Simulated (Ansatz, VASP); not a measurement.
## Cu2H: VASP beside Ansatz

Contents of INCAR:

```
ALGO = Normal
EDIFF = 1E-6
ENCUT = 520
GGA = PE
ISIF = 2
ISMEAR = 0
LASPH = T
LCHARG = F
LREAL = F
LWAVE = F
NBANDS = 18
NELM = 80
PREC = Accurate
SIGMA = 0.1
```

The input KPOINTS:

```
k-points
0
Gamma
  6 6 6
```

Contents of POSCAR:

```
Cu2H
1.0
    1.4623515618      0.8442890679      4.4166758051
   -1.4623515618      0.8442890679      4.4166758051
    0.0000000000     -1.6885781357      4.4166758051
Cu H
2 1
Direct
    0.7500000000      0.7500000000      0.7500000000
    0.2500000000      0.2500000000      0.2500000000
    0.0000000000      0.0000000000      0.0000000000
```

Input for Ansatz:

```yaml
crystal:
  lattice:
    - [1.4623515618, 0.8442890679, 4.4166758051]
    - [-1.4623515618, 0.8442890679, 4.4166758051]
    - [0.0, -1.6885781357, 4.4166758051]
  atoms:
    - { symbol: Cu, position: [0.75, 0.75, 0.75] }
    - { symbol: Cu, position: [0.25, 0.25, 0.25] }
    - { symbol: H, position: [0.0, 0.0, 0.0] }
basis:
  ecutwfc: 420
kpoints:
  mp_grid: { grid: [6, 6, 6] }
hamiltonian:
  xc: pbe
scf:
  occupations: { method: gaussian, width: 0.1 }
  lower_state_search: "off"
output:
  forces: true
  stress: true
  eigenvalues: true
```

Alike in both runs: task single point; functional PBE; k mesh 6 × 6 × 6; occupations gaussian, width 0.1 eV; no spin polarisation.

|  | VASP | Ansatz |
| --- | --- | --- |
| version | VASP 6.6.1 | Ansatz 0.2.0 |
| potentials or method | VASP PAW PBE potentials, release 64 (Cu, H), cutoff 520 eV | scalar-relativistic, plane waves, PAW |
| valence electrons in the cell | 23 | 39 |

VASP gave:

```
gap on the k mesh at the Fermi level (eV)                     : none
pressure (GPa)                                                : -16.2
traceless stress, the component that is largest in VASP (GPa) : 3.74
rms of the force components (eV/Å)                            : 0.088
```

Problem. What did Ansatz give for the same quantities?

Solution. gap on the k mesh at the Fermi level (eV): none; pressure (GPa): -16.7; traceless stress, the component that is largest in VASP (GPa): 3.59; rms of the force components (eV/Å): 0.087.

Atom by atom the forces differ by 0.002 eV/Å (rms over components). A gap of «none» marks a metal or a gap that the smearing closes. VASP's potentials hold 23 valence electrons a cell and Ansatz's 39, so a difference there can come from the potentials and not from the codes.

The k mesh is coarse, so the values compare programs but aren't converged.
